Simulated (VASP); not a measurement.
# SiC (P6_3mc) in VASP: further runs

Aim: see how the results for SiC move with the level of theory and the settings. Levels: PBEsol+D4, BLYP+D4, PBE+D3(BJ). Tasks: single point.

Everything below comes from runs of VASP 6.6.1. Logs are shortened: lines on timing, memory, paths and dates and some standing lists are left out, and cuts for length are marked.

## 1. The cell of the first run

It takes space group P6_3mc (No. 186, hexagonal). The conventional cell has a = 3.116 Å, b = 3.116 Å, c = 10.203 Å, α = 90.00°, β = 90.00°, γ = 120.00°. Within 2.5 Å of Si (site symmetry 3m) lie 4 C at 1.91 Å. Si (site symmetry 3m) has 4 C at 1.91 to 1.92 Å within 2.5 Å. Within 2.5 Å of C (site symmetry 3m) lie 4 Si at 1.91 Å. Within 2.5 Å of C (site symmetry 3m) lie 4 Si at 1.91 to 1.92 Å.

## 2. Single point, PBEsol+D4

The input, INCAR:

```
SYSTEM = SiC
  ALGO = Normal
  EDIFF = 1E-6
  ENCUT = 520
  GGA = PS
  ISIF = 2
  ISMEAR = -1
  IVDW = 13
  LASPH = .TRUE.
  LCHARG = .TRUE.
  LELF = .TRUE.
  LREAL = .FALSE.
  LVHAR = .TRUE.
  LWAVE = .FALSE.
  NBANDS = 26
  NELM = 60
  PREC = Accurate
  SIGMA = 0.05
```

The input, KPOINTS:

```
k-points
0
G
  10 10 3
  0 0 0
```

The input, POSCAR:

```
SiC
1.0
    3.1161684510      0.0000000000      0.0000000000
   -1.5580842255      2.6986810411      0.0000000000
    0.0000000000      0.0000000000     10.2031701838
Si C
4 4
Direct
    0.0000000000      0.0000000000      0.1878943800
    0.0000000000      0.0000000000      0.6878943800
    0.3333333333      0.6666666667      0.4378419800
    0.6666666667      0.3333333333      0.9378419800
    0.0000000000      0.0000000000      0.0004600500
    0.0000000000      0.0000000000      0.5004600500
    0.3333333333      0.6666666667      0.2498025900
    0.6666666667      0.3333333333      0.7498025900
```

Potentials or basis: VASP PAW PBE potentials, release 64 (Si, C).

Started as:

```bash
$ cat potpaw_PBE.64/Si/POTCAR potpaw_PBE.64/C/POTCAR > POTCAR
$ mpirun -np 1 vasp_std > vasp.out
```

OUTCAR:

```text
SYSTEM = SiC
   EDIFF = 1E-6
   ENCUT = 520
   GGA = PS
   ISIF = 2
   ISMEAR = -1
   IVDW = 13
   LASPH = .TRUE.
   LREAL = .FALSE.
   NELM = 60
   PREC = Accurate

 ion  position               nearest neighbor table
   1  0.000  0.000  0.188-   7 1.91   7 1.91   7 1.91   5 1.91   3 3.12   3 3.12   3 3.12   4 3.12
                             4 3.12   4 3.12
   2  0.000  0.000  0.688-   8 1.91   8 1.91   8 1.91   6 1.91   4 3.12   4 3.12   4 3.12   3 3.12
                             3 3.12   3 3.12
   3  0.333  0.667  0.438-   6 1.91   6 1.91   6 1.91   7 1.92   1 3.12   1 3.12   1 3.12   2 3.12
                             2 3.12   2 3.12
   4  0.667  0.333  0.938-   5 1.91   5 1.91   5 1.91   8 1.92   2 3.12   2 3.12   2 3.12   1 3.12
                             1 3.12   1 3.12
   5  0.000  0.000  0.000-   4 1.91   4 1.91   4 1.91   1 1.91
   6  0.000  0.000  0.500-   3 1.91   3 1.91   3 1.91   2 1.91
   7  0.333  0.667  0.250-   1 1.91   1 1.91   1 1.91   3 1.92
   8  0.667  0.333  0.750-   2 1.91   2 1.91   2 1.91   4 1.92

  LATTYP: Found a hexagonal cell.
 ALAT       =     3.1161684510
 C/A-ratio  =     3.2742678531

  Lattice vectors:

 A1 = (   3.1161684510,   0.0000000000,   0.0000000000)
 A2 = (  -1.5580842255,   2.6986810411,   0.0000000000)
 A3 = (   0.0000000000,   0.0000000000,  10.2031701838)

Analysis of symmetry for initial positions (statically):
=====================================================================
 Subroutine PRICEL returns:
 Original cell was already a primitive cell.

 Routine SETGRP: Setting up the symmetry group for a
 hexagonal supercell.

 Subroutine GETGRP returns: Found 12 space group operations
 (whereof  6 operations were pure point group operations)
 out of a pool of 24 trial point group operations.

The static configuration has the point symmetry C_3v.
 The point group associated with its full space group is C_6v.

Analysis of symmetry for dynamics (positions and initial velocities):
=====================================================================
 Subroutine PRICEL returns:
 Original cell was already a primitive cell.

 Routine SETGRP: Setting up the symmetry group for a
 hexagonal supercell.

 Subroutine GETGRP returns: Found 12 space group operations
 (whereof  6 operations were pure point group operations)
 out of a pool of 24 trial point group operations.

The dynamic configuration has the point symmetry C_3v.
 The point group associated with its full space group is C_6v.

 Subroutine INISYM returns: Found 12 space group operations
 (whereof  6 operations are pure point group operations),
 and found     1 'primitive' translations

----------------------------------------------------------------------------------------

                                     Primitive cell

  volume of cell :      85.8040

  direct lattice vectors                    reciprocal lattice vectors
     3.116168451  0.000000000  0.000000000     0.320906914  0.185275693  0.000000000
    -1.558084226  2.698681041  0.000000000     0.000000000  0.370551386  0.000000000
     0.000000000  0.000000000 10.203170184     0.000000000  0.000000000  0.098008754

  length of vectors
     3.116168451  3.116168451 10.203170184     0.370551386  0.370551386  0.098008754

  position of ions in fractional coordinates (direct lattice)
     0.000000000  0.000000000  0.187894380
     0.000000000  0.000000000  0.687894380
     0.333333333  0.666666667  0.437841980
     0.666666667  0.333333333  0.937841980
     0.000000000  0.000000000  0.000460050
     0.000000000  0.000000000  0.500460050
     0.333333333  0.666666667  0.249802590
     0.666666667  0.333333333  0.749802590

  ion indices of the primitive-cell ions
   primitive index   ion index
                 1           1
                 2           2
                 3           3
                 4           4
                 5           5
                 6           6
                 7           7
                 8           8

----------------------------------------------------------------------------------------

 KPOINTS: k-points

Automatic generation of k-mesh.
 Grid dimensions read from file:
 generate k-points for:   10   10    3

 Generating k-lattice:

  Cartesian coordinates                     Fractional coordinates (reciprocal lattice)
     0.032090691  0.018527569  0.000000000     0.100000000  0.000000000  0.000000000
     0.000000000  0.037055139  0.000000000     0.000000000  0.100000000  0.000000000
     0.000000000  0.000000000  0.032669585     0.000000000  0.000000000  0.333333333

  Length of vectors
     0.037055139  0.037055139  0.032669585

  Shift w.r.t. Gamma in fractional coordinates (k-lattice)
     0.000000000  0.000000000  0.000000000

 Subroutine IBZKPT returns following result:
 ===========================================

 Found     28 irreducible k-points:

 Following reciprocal coordinates:
            Coordinates               Weight
  0.000000  0.000000  0.000000      1.000000
  0.100000 -0.000000  0.000000      6.000000
  0.200000 -0.000000  0.000000      6.000000
  0.300000 -0.000000  0.000000      6.000000
  0.400000 -0.000000  0.000000      6.000000
  0.500000 -0.000000  0.000000      3.000000
[... 16 lines left out ...]
  0.300000  0.100000  0.333333     24.000000
  0.400000  0.100000  0.333333     24.000000
 [... further k-points ...]
   k-points           NKPTS =     28   k-points in BZ     NKDIM =     28   number of bands    NBANDS=     26
   number of dos      NEDOS =    301   number of ions     NIONS =      8
   total plane-waves  NPLWV =  46080
   dimension x,y,z NGX =    24 NGY =   24 NGZ =   80
   dimension x,y,z NGXF=    48 NGYF=   48 NGZF=  160
   ions per type =               4   4
   NGX,Y,Z   is equivalent  to a cutoff of  12.80, 12.80, 13.03 a.u.
   NGXF,Y,Z  is equivalent  to a cutoff of  25.61, 25.61, 26.07 a.u.
 SYSTEM =  SiC
   PREC   = accura    normal or accurate (medium, high low for compatibility)
   ISTART =      0    job   : 0-new  1-cont  2-samecut
   ICHARG =      2    charge: 1-file 2-atom 10-const
   ISPIN  =      1    spin polarized calculation?
   LNONCOLLINEAR =      F non collinear calculations
   LSORBIT =      F    spin-orbit coupling
   LASPH  =      T    aspherical Exc in radial PAW
   ENCUT  =  520.0 eV  38.22 Ry    6.18 a.u.   5.79  5.79 18.97*2*pi/ulx,y,z
   NELM   =     60;   NELMIN=  2; NELMDL= -5     # of ELM steps
   EDIFF  = 0.1E-05   stopping-criterion for ELM
   LREAL  =      F    real-space projection
   EDIFFG = 0.1E-04   stopping-criterion for IOM
   NSW    =      0    number of steps for IOM
   IBRION =     -1    ionic relax: 0-MD 1-quasi-New 2-CG
   NFREE  =      0    steps in history (QN), initial steepest desc. (CG)
   ISIF   =      2    stress and relaxation
   ISYM   =      2    0-nonsym 1-usesym 2-fastsym
   POTIM  = 0.5000    time-step for ionic-motion
   TEBEG  =    0.0;   TEEND  =   0.0 temperature during run
   PSTRESS=    0.0 pullay stress
   NELECT =      32.0000    total number of electrons
   NUPDOWN=      -1.0000    fix difference up-down
   EMIN   =  10.00;   EMAX   =-10.00  energy-range for DOS
   EFERMI =   0.00;   METHOD = LEGACY
   ISMEAR =    -1;   SIGMA  =   0.05  broadening in eV -4-tet -1-fermi 0-gaus
   EFERMI_NEDOS =   21; number of points for ismear=-14 and -15
   IALGO  =     38    algorithm
   IMIX   =      4    mixing-type and parameters
     AMIX     =   0.40;   BMIX     =  1.00
     AMIX_MAG =   1.60;   BMIX_MAG =  1.00
  volume/ion in A,a.u.               =      10.73        72.38
  Fermi-wavevector in a.u.,A,eV,Ry     =   1.178390  2.226834 18.893082  1.388602
  Thomas-Fermi vector in A             =   2.314720
   LORBIT       =      0    0 simple, 1 ext, 2 COOP (PROOUT), +10 PAW based schemes
   GGA     = PS    functional components
   LHFCALC =     F    Hartree Fock is set to
   AEXX    =    0.0000 exact exchange contribution
   IVDW    =    13    specifies the selected vdW correction
   LEPSILON=     F    determine dielectric tensor
   LRPA    =     F    only Hartree local field effects (RPA)
 non-spin polarized calculation
  energy-cutoff  :      520.00
  volume of cell :       85.80
 maximum number of plane-waves:      2324
 NGX is ok and might be reduce to    24
   NGX = 11   NGY = 11   NGZ = 37

 number of electron      32.0000001 magnetization

 Free energy of the ion-electron system (eV)
  ---------------------------------------------------
  ext. energy  EPLUGINS =         0.00000000
  ---------------------------------------------------
  free energy    TOTEN  =       -63.60137948 eV

  energy without entropy =      -63.60137948  energy(sigma->0) =      -63.60137948

 E-fermi :   8.7635     XC(G=0): -11.3476

 val. band max:        7.7222235522   @ k =   0.0000   0.0000   0.0000
 cond. band min:       9.8214500247   @ k =   0.5000  -0.0000   0.0000
 fundamental gap:      2.0992264725
 Fermi energy:         8.7635364901

 k-point     1 :       0.0000    0.0000    0.0000
  band No.  band energies     occupation
      1      -7.4960      2.00000
      2      -6.3471      2.00000
      3      -6.3137      2.00000
      4      -4.0266      2.00000
      5      -0.7515      2.00000
      6       3.3830      2.00000
[... 18 lines left out ...]
     25      14.7930      0.00000
     26      15.5322      0.00000

 k-point     2 :       0.1000   -0.0000    0.0000
  band No.  band energies     occupation
      1      -7.3267      2.00000
      2      -6.1834      2.00000
      3      -6.1492      2.00000
      4      -3.8833      2.00000
      5      -0.5977      2.00000
      6       3.4291      2.00000
[... 18 lines left out ...]
     25      15.0422      0.00000
     26      15.2533      0.00000

 k-point     3 :       0.2000   -0.0000    0.0000
  band No.  band energies     occupation
      1      -6.8250      2.00000
      2      -5.7013      2.00000
      3      -5.6642      2.00000
      4      -3.4737      2.00000
      5      -0.1603      2.00000
      6       3.1905      2.00000
[... 18 lines left out ...]
     25      15.4923      0.00000
     26      15.8581      0.00000

 k-point     4 :       0.3000   -0.0000    0.0000
  band No.  band energies     occupation
      1      -6.0157      2.00000
      2      -4.9381      2.00000
      3      -4.8935      2.00000
      4      -2.8942      2.00000
      5       0.3821      2.00000
      6       1.6586      2.00000
[... 18 lines left out ...]
     25      16.0266      0.00000
     26      16.4522      0.00000

 k-point     5 :       0.4000   -0.0000    0.0000
  band No.  band energies     occupation
      1      -4.9751      2.00000
      2      -4.0332      2.00000
      3      -3.9602      2.00000
      4      -2.5292      2.00000
      5      -0.0521      2.00000
      6       0.3265      2.00000
[... 18 lines left out ...]
     25      16.1232      0.00000
     26      16.6503      0.00000

 k-point     6 :       0.5000   -0.0000    0.0000
  band No.  band energies     occupation
      1      -4.1680      2.00000
      2      -3.6418      2.00000
      3      -3.3978      2.00000
      4      -2.6737      2.00000
      5      -0.6949      2.00000
      6      -0.4129      2.00000
[... 427 lines left out ...]
 k-point    21 :       0.1000    0.1000    0.3333
  band No.  band energies     occupation
      1      -6.8603      2.00000
      2      -6.4724      2.00000
      3      -5.0111      2.00000
      4      -4.1072      2.00000
      5       0.3903      2.00000
      6       1.8324      2.00000
[... 18 lines left out ...]
     25      15.4523      0.00000
     26      15.5340      0.00000

 k-point    22 :       0.2000    0.1000    0.3333
  band No.  band energies     occupation
      1      -6.2062      2.00000
      2      -5.8273      2.00000
      3      -4.4133      2.00000
      4      -3.5596      2.00000
      5       0.7806      2.00000
      6       1.8118      2.00000
[... 18 lines left out ...]
     25      15.7394      0.00000
     26      15.9935      0.00000

 k-point    23 :       0.3000    0.1000    0.3333
  band No.  band energies     occupation
      1      -5.2772      2.00000
      2      -4.9202      2.00000
      3      -3.6299      2.00000
      4      -2.9158      2.00000
      5       0.4989      2.00000
      6       0.7791      2.00000
[... 18 lines left out ...]
     25      15.7149      0.00000
     26      16.6804      0.00000

 k-point    24 :       0.4000    0.1000    0.3333
  band No.  band energies     occupation
      1      -4.2453      2.00000
      2      -3.9635      2.00000
      3      -3.0824      2.00000
      4      -2.7173      2.00000
      5      -0.3061      2.00000
      6       0.0300      2.00000
[... 18 lines left out ...]
     25      15.3755      0.00000
     26      16.2811      0.00000

 [... further k-points ...]

------------------------ aborting loop because EDIFF is reached ----------------------------------------

  DFT-D4 for vdW energy calculation

  Edisp (eV):   -1.44438

  FORCE on cell =-STRESS in cart. coord.  units (eV):
  Direction    XX          YY          ZZ          XY          YZ          ZX
  --------------------------------------------------------------------------------------
  -------------------------------------------------------------------------------------
  Total      -5.13549    -5.13549    -5.13585     0.00000     0.00000     0.00000
  in kB     -95.89253   -95.89253   -95.89932     0.00000     0.00000     0.00000
  external pressure =      -95.89 kB  Pullay stress =        0.00 kB

 VOLUME and BASIS-vectors are now :
 -----------------------------------------------------------------------------
  energy-cutoff  :      520.00
  volume of cell :       85.80
      direct lattice vectors                 reciprocal lattice vectors
     3.116168451  0.000000000  0.000000000     0.320906914  0.185275693  0.000000000
    -1.558084226  2.698681041  0.000000000     0.000000000  0.370551386  0.000000000
     0.000000000  0.000000000 10.203170184     0.000000000  0.000000000  0.098008754

 POSITION                                       TOTAL-FORCE (eV/Angst)
 -----------------------------------------------------------------------------------
      0.00000      0.00000      1.91712        -0.000000     -0.000000     -0.002288
      0.00000      0.00000      7.01870         0.000000      0.000000     -0.002288
     -0.00000      1.79912      4.46738         0.000000     -0.000000      0.008486
      1.55808      0.89956      9.56896        -0.000000      0.000000      0.008486
      0.00000      0.00000      0.00469        -0.000000      0.000000     -0.002481
      0.00000      0.00000      5.10628         0.000000     -0.000000     -0.002481
     -0.00000      1.79912      2.54878        -0.000000      0.000000     -0.003717
      1.55808      0.89956      7.65036         0.000000      0.000000     -0.003717
 -----------------------------------------------------------------------------------
    total drift:                               -0.000000     -0.000000     -0.000474

  FREE ENERGIE OF THE ION-ELECTRON SYSTEM (eV)
  ---------------------------------------------------
  free  energy   TOTEN  =       -65.0457618815 eV

  energy  without entropy=      -65.0457618815  energy(sigma->0) =      -65.04576188
```

It took 40 s on 1 thread of Intel Xeon Platinum 8259CL at 2.50GHz (Skylake/Cascade Lake), shared host; peak memory 0.21 GiB.

Results:

| Item | Value |
| --- | --- |
| Free energy | -65.0458 eV |
| Pressure | -9.6 GPa |
| Largest force | 0.008 eV/Å |
| Band gap on the k mesh | 2.10 eV, indirect (least direct gap 3.21 eV) |
| Dispersion energy per atom | -0.181 eV |

Forces on the atoms (eV/Å):
```
Si   0.000  0.000 -0.002
Si   0.000  0.000 -0.002
Si   0.000  0.000  0.008
Si   0.000  0.000  0.008
C    0.000  0.000 -0.002
C    0.000  0.000 -0.002
C    0.000  0.000 -0.004
C    0.000  0.000 -0.004
```

Levels at points of the mesh, in eV from the valence-band top:
| k point | band 13 | band 14 | band 15 | band 16 | band 17 | band 18 | band 19 | band 20 |
| --- | --- | --- | --- | --- | --- | --- | --- | --- |
| (0.00, 0.00, 0.00) | -0.58 | -0.05 | 0.00 | 0.00 | 4.72 | 5.30 | 5.82 | 5.92 |
| (0.50, 0.00, 0.00) | -2.33 | -2.19 | -1.56 | -1.12 | 2.10 | 2.20 | 4.00 | 4.44 |

Caveat: the PAW data sets were made with another functional, which shifts forces and pressure a little.

(Continued in part 2 of 2.)
